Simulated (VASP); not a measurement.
# Al3B2As (P6/mmm) in VASP: a series of runs, part 2 of 2

VASP 6.6.1. Earlier steps stand in the parts before.

## 5. Single point, PBE

This run uses another cell than the first one, of 14.39 Å³/atom.

Contents of INCAR:

```
ALGO     = Normal         # electronic algorithm
EDIFF    = 1E-6           # SCF threshold, eV
ENCUT    = 520            # plane-wave cutoff, eV
GGA      = PE             # functional
ISIF     = 2              # what is computed and relaxed
ISMEAR   = 0              # smearing method
LASPH    = T              # aspherical terms in the spheres
LCHARG   = T              # write CHGCAR
LELF     = T              # ELF
LREAL    = F              # projectors in reciprocal space
LVHAR    = T            
LWAVE    = F              # write WAVECAR
NBANDS   = 19             # bands
NELM     = 100            # most SCF steps
PREC     = Accurate       # precision mode
SIGMA    = 0.1            # smearing width, eV
```

Contents of KPOINTS:

```
k-points
0
Gamma
  6 6 14
```

Contents of POSCAR:

```
Al3B2As
1.0
    6.1368794569      0.0000000000      0.0000000000
   -3.0684397285      5.3146935097      0.0000000000
    0.0000000000      0.0000000000      2.6469032277
Al B As
3 2 1
Direct
    0.5000000000      0.0000000000      0.5000000000
    0.0000000000      0.5000000000      0.5000000000
    0.5000000000      0.5000000000      0.5000000000
    0.3333333333      0.6666666667      0.0000000000
    0.6666666667      0.3333333333      0.0000000000
    0.0000000000      0.0000000000      0.0000000000
```

Potentials or basis: VASP PAW PBE potentials, release 64 (Al, B, As).

The run is started by

```
$ cat potpaw_PBE.64/Al/POTCAR potpaw_PBE.64/B/POTCAR potpaw_PBE.64/As/POTCAR > POTCAR
$ mpirun -np 1 vasp_std > vasp.out
```

OUTCAR:

```text
EDIFF = 1E-6
   ENCUT = 520
   GGA = PE
   ISIF = 2
   ISMEAR = 0
   LASPH = T
   LREAL = F
   NELM = 100
   PREC = Accurate

 ion  position               nearest neighbor table
   1  0.500  0.000  0.500-   4 2.21   5 2.21   4 2.21   5 2.21   2 3.07   2 3.07   3 3.07   3 3.07

   2  0.000  0.500  0.500-   4 2.21   5 2.21   4 2.21   5 2.21   3 3.07   3 3.07   1 3.07   1 3.07

   3  0.500  0.500  0.500-   4 2.21   5 2.21   4 2.21   5 2.21   2 3.07   2 3.07   1 3.07   1 3.07

   4  0.333  0.667  0.000-   2 2.21   2 2.21   1 2.21   1 2.21   3 2.21   3 2.21
   5  0.667  0.333  0.000-   2 2.21   2 2.21   1 2.21   1 2.21   3 2.21   3 2.21
   6  0.000  0.000  0.000-

  LATTYP: Found a hexagonal cell.
 ALAT       =     6.1368794569
 C/A-ratio  =     0.4313109368

  Lattice vectors:

 A1 = (   6.1368794569,   0.0000000000,   0.0000000000)
 A2 = (  -3.0684397285,   5.3146935097,   0.0000000000)
 A3 = (   0.0000000000,   0.0000000000,   2.6469032277)

Analysis of symmetry for initial positions (statically):
=====================================================================
 Subroutine PRICEL returns:
 Original cell was already a primitive cell.

 Routine SETGRP: Setting up the symmetry group for a
 hexagonal supercell.

 Subroutine GETGRP returns: Found 24 space group operations
 (whereof 24 operations were pure point group operations)
 out of a pool of 24 trial point group operations.

The static configuration has the point symmetry D_6h.

Analysis of symmetry for dynamics (positions and initial velocities):
=====================================================================
 Subroutine PRICEL returns:
 Original cell was already a primitive cell.

 Routine SETGRP: Setting up the symmetry group for a
 hexagonal supercell.

 Subroutine GETGRP returns: Found 24 space group operations
 (whereof 24 operations were pure point group operations)
 out of a pool of 24 trial point group operations.

The dynamic configuration has the point symmetry D_6h.

 Subroutine INISYM returns: Found 24 space group operations
 (whereof 24 operations are pure point group operations),
 and found     1 'primitive' translations

----------------------------------------------------------------------------------------

                                     Primitive cell

  volume of cell :      86.3304

  direct lattice vectors                    reciprocal lattice vectors
     6.136879457  0.000000000  0.000000000     0.162949266  0.094078802  0.000000000
    -3.068439729  5.314693510  0.000000000     0.000000000  0.188157605  0.000000000
     0.000000000  0.000000000  2.646903228     0.000000000  0.000000000  0.377799985

  length of vectors
     6.136879457  6.136879457  2.646903228     0.188157605  0.188157605  0.377799985

  position of ions in fractional coordinates (direct lattice)
     0.500000000  0.000000000  0.500000000
     1.000000000  0.500000000  0.500000000
     0.500000000  0.500000000  0.500000000
     0.333333333  0.666666667  0.000000000
     0.666666667  0.333333333  0.000000000
     0.000000000  0.000000000  0.000000000

  ion indices of the primitive-cell ions
   primitive index   ion index
                 1           1
                 2           2
                 3           3
                 4           4
[... 33 lines left out ...]
  0.333333  0.000000  0.000000      6.000000
  0.500000  0.000000  0.000000      3.000000
  0.166667  0.166667  0.000000      6.000000
  0.333333  0.166667  0.000000     12.000000
[... 16 lines left out ...]
  0.166667  0.000000  0.214286     12.000000
  0.333333  0.000000  0.214286     12.000000
 [... further k-points ...]
   k-points           NKPTS =     56   k-points in BZ     NKDIM =     56   number of bands    NBANDS=     19
   number of dos      NEDOS =    301   number of ions     NIONS =      6
   total plane-waves  NPLWV =  46080
   dimension x,y,z NGX =    48 NGY =   48 NGZ =   20
   dimension x,y,z NGXF=    96 NGYF=   96 NGZF=   40
   ions per type =               3   2   1
   NGX,Y,Z   is equivalent  to a cutoff of  13.00, 13.00, 12.56 a.u.
   NGXF,Y,Z  is equivalent  to a cutoff of  26.01, 26.01, 25.12 a.u.
 SYSTEM =  unknown system
   PREC   = accura    normal or accurate (medium, high low for compatibility)
   ISTART =      0    job   : 0-new  1-cont  2-samecut
   ICHARG =      2    charge: 1-file 2-atom 10-const
   ISPIN  =      1    spin polarized calculation?
   LNONCOLLINEAR =      F non collinear calculations
   LSORBIT =      F    spin-orbit coupling
   LASPH  =      T    aspherical Exc in radial PAW
   ENCUT  =  520.0 eV  38.22 Ry    6.18 a.u.  11.41 11.41  4.92*2*pi/ulx,y,z
   NELM   =    100;   NELMIN=  2; NELMDL= -5     # of ELM steps
   EDIFF  = 0.1E-05   stopping-criterion for ELM
   LREAL  =      F    real-space projection
   EDIFFG = 0.1E-04   stopping-criterion for IOM
   NSW    =      0    number of steps for IOM
   IBRION =     -1    ionic relax: 0-MD 1-quasi-New 2-CG
   NFREE  =      0    steps in history (QN), initial steepest desc. (CG)
   ISIF   =      2    stress and relaxation
   ISYM   =      2    0-nonsym 1-usesym 2-fastsym
   POTIM  = 0.5000    time-step for ionic-motion
   TEBEG  =    0.0;   TEEND  =   0.0 temperature during run
   PSTRESS=    0.0 pullay stress
   NELECT =      20.0000    total number of electrons
   NUPDOWN=      -1.0000    fix difference up-down
   EMIN   =  10.00;   EMAX   =-10.00  energy-range for DOS
   EFERMI =   0.00;   METHOD = LEGACY
   ISMEAR =     0;   SIGMA  =   0.10  broadening in eV -4-tet -1-fermi 0-gaus
   EFERMI_NEDOS =   21; number of points for ismear=-14 and -15
   IALGO  =     38    algorithm
   IMIX   =      4    mixing-type and parameters
     AMIX     =   0.40;   BMIX     =  1.00
     AMIX_MAG =   1.60;   BMIX_MAG =  1.00
  volume/ion in A,a.u.               =      14.39        97.10
  Fermi-wavevector in a.u.,A,eV,Ry     =   1.005457  1.900038 13.754727  1.010944
  Thomas-Fermi vector in A             =   2.138138
   LORBIT       =      0    0 simple, 1 ext, 2 COOP (PROOUT), +10 PAW based schemes
   GGA     = PE    functional components
   LHFCALC =     F    Hartree Fock is set to
   AEXX    =    0.0000 exact exchange contribution
   IVDW    =     0    specifies the selected vdW correction
   LEPSILON=     F    determine dielectric tensor
   LRPA    =     F    only Hartree local field effects (RPA)
 non-spin polarized calculation
 Gauss-broadening in eV      SIGMA  =   0.10
  energy-cutoff  :      520.00
  volume of cell :       86.33
 maximum number of plane-waves:      2350
 NGX is ok and might be reduce to    48
   NGX = 23   NGY = 23   NGZ =  9

 number of electron      19.9999999 magnetization

 Free energy of the ion-electron system (eV)
  ---------------------------------------------------
  ext. energy  EPLUGINS =         0.00000000
  ---------------------------------------------------
  free energy    TOTEN  =       -26.78236146 eV

  energy without entropy =      -26.77388668  energy(sigma->0) =      -26.77812407

 E-fermi :   6.7767     XC(G=0): -10.3630

 val. band max:        6.7520653202   @ k =   0.5000   0.0000   0.2143
 cond. band min:       6.7767838419   @ k =   0.1667   0.0000   0.2857
 fundamental gap:      0.0247185217
 Fermi energy:         6.7767077513

 k-point     1 :       0.0000    0.0000    0.0000
  band No.  band energies     occupation
      1      -6.1884      2.00000
      2      -3.9113      2.00000
      3      -2.4178      2.00000
      4      -0.2057      2.00000
      5      -0.2057      2.00000
      6       1.2829      2.00000
[... 505 lines left out ...]
      6       3.6258      2.00000
[... 11 lines left out ...]
     18      12.4905      0.00000
     19      13.7107      0.00000

 [... further k-points ...]

------------------------ aborting loop because EDIFF is reached ----------------------------------------

  FORCE on cell =-STRESS in cart. coord.  units (eV):
  Direction    XX          YY          ZZ          XY          YZ          ZX
  --------------------------------------------------------------------------------------
  -------------------------------------------------------------------------------------
  Total       -0.0256484     -0.0256484      0.0215615      0.0000000     -0.0000000      0.0000000
  in kB       -0.4759998     -0.4759998      0.4001519      0.0000000     -0.0000000      0.0000000
  external PRESSURE =      -0.1839492 kB  Pullay stress =       0.0000000 kB

 VOLUME and BASIS-vectors are now :
 -----------------------------------------------------------------------------
  energy-cutoff  :      520.00
  volume of cell :       86.33
      direct lattice vectors                 reciprocal lattice vectors
     6.136879457  0.000000000  0.000000000     0.162949266  0.094078802  0.000000000
    -3.068439729  5.314693510  0.000000000     0.000000000  0.188157605  0.000000000
     0.000000000  0.000000000  2.646903228     0.000000000  0.000000000  0.377799985

 POSITION                                       TOTAL-FORCE (eV/Angst)
 -----------------------------------------------------------------------------------
      3.06844      0.00000      1.32345        -0.000000      0.000000      0.000000
     -1.53422      2.65735      1.32345        -0.000000      0.000000      0.000000
      1.53422      2.65735      1.32345        -0.000000      0.000000      0.000000
     -0.00000      3.54313      0.00000        -0.000000      0.000000      0.000000
      3.06844      1.77156      0.00000         0.000000      0.000000      0.000000
      0.00000      0.00000      0.00000        -0.000000      0.000000      0.000000
 -----------------------------------------------------------------------------------
    total drift:                               -0.000000      0.000000      0.000000

  FREE ENERGIE OF THE ION-ELECTRON SYSTEM (eV)
  ---------------------------------------------------
  free  energy   TOTEN  =       -26.7823614594 eV

  energy  without entropy=      -26.7738866841  energy(sigma->0) =      -26.77812407
```

It took 1.9 min on 1 thread of Intel Xeon 8259CL, shared host; peak memory 0.26 GiB.

Results:

* Free energy: -26.7824 eV
* Pressure: 0.0 GPa
* Band gap on the k mesh: zero (bands 10 and 11 overlap by 3.77 eV)

## 6. Overview

```csv
cell,k mesh,gap on the mesh (eV),pressure (GPa)
"a = 5.740, b = 5.740, c = 2.973 Å, angles 90.0, 90.0, 120.0°, 6 atoms",6 × 6 × 4,none,-0.1
"a = 4.791, b = 4.791, c = 4.959 Å, angles 90.0, 90.0, 120.0°, 6 atoms",6 × 6 × 4,none,-1.6
"a = 6.206, b = 6.206, c = 2.605 Å, angles 90.0, 90.0, 120.0°, 6 atoms",6 × 6 × 6,none,0.2
"a = 6.137, b = 6.137, c = 2.647 Å, angles 90.0, 90.0, 120.0°, 6 atoms",6 × 6 × 14,none,0.0
```

Alike in all rows: task single point; level PBE; potentials or basis VASP PAW PBE potentials, release 64 (Al, B, As); no spin polarisation; cutoff (eV) 520; smearing gaussian 0.1 eV.

Caveats: some runs use coarse meshes; the stress differs along the axes, from -21 to 8 GPa (at least some runs).

Absolute energies hang on the potentials; compare differences alone.

The gap in the log of VASP goes by the Fermi energy; the results here count the filled bands.